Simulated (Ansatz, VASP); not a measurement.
TiC in VASP and in Ansatz

```
Ti C
1.0
     0.00000    2.15000    2.15000
     2.15000    0.00000    2.15000
     2.15000    2.15000    0.00000
Ti C
1 1
Direct
  0.00000 0.00000 0.00000
  0.50000 0.50000 0.50000
```

Alike in both runs: task relaxation of cell and atoms; functional LDA; k mesh 16 × 16 × 16; occupations gaussian, width 0.1 eV; no spin polarisation.

|  | VASP | Ansatz |
| --- | --- | --- |
| version | VASP 6.6.1 | Ansatz 0.2.0 |
| potentials or method | VASP PAW LDA potentials, release 64 (Ti_sv, C), cutoff 600 eV | scalar-relativistic, plane waves, PAW |
| valence electrons in the cell | 16 | 16 |

|  | VASP | Ansatz | Ansatz less VASP |
| --- | --- | --- | --- |
| gap on the k mesh at the Fermi level, each at its own relaxed structure (eV) | none | none | - |
| relaxed volume (Å³/atom) | 9.69 | 9.67 | -0.020 |
| relaxed length of the cell vector where the two differ most in proportion (Å) | 3.015 | 3.013 | -0.0021 |

Ansatz warns that its potentials were made for another functional, while VASP's fit it. LDA's correlation is that of Perdew and Zunger in VASP and of Perdew and Wang (1992) in Ansatz. A gap of «none» marks a metal or a gap that the smearing closes.
